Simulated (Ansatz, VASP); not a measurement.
# Two plane-wave programs on Hf2S

```
Hf S
1.0
     3.44693    0.00000    0.00000
    -1.72346    2.98513    0.00000
     0.00000    0.00000   11.31431
Hf S
4 2
Direct
  0.66667 0.33333 0.89862
  0.33333 0.66667 0.39862
  0.66667 0.33333 0.60138
  0.33333 0.66667 0.10138
  0.00000 0.00000 0.75000
  0.00000 0.00000 0.25000
```

Change from the starting cell: strain +0.030 along x and y, -0.030 along z, atoms carried along.

Alike in both runs: task single point; functional PBEsol; k mesh 18 × 18 × 4; occupations gaussian, width 0.15 eV; no spin polarisation.

```csv
,VASP,Ansatz
version,VASP 6.6.1,Ansatz 0.2.0
potentials or method,"VASP PAW PBE potentials, release 64 (Hf_pv, S), cutoff 520 eV","scalar-relativistic, plane waves, PAW"
valence electrons in the cell,52,116
```

|  | VASP | Ansatz | Ansatz less VASP |
| --- | --- | --- | --- |
| gap on the k mesh at the Fermi level (eV) | none | none | - |
| pressure (GPa) | -3.1 | -2.7 | +0.42 |
| traceless stress, the component that is largest in VASP (GPa) | 6.10 | 6.08 | -0.016 |
| rms of the force components (eV/Å) | 0.072 | 0.070 | -0.0013 |

VASP's potentials were made for PBE, not for PBEsol. Atom by atom the forces differ by 0.001 eV/Å (rms over components). A gap of «none» marks a metal or a gap that the smearing closes. VASP's potentials hold 52 valence electrons a cell and Ansatz's 116, so a difference there can come from the potentials and not from the codes.

Spin-orbit coupling is off throughout.
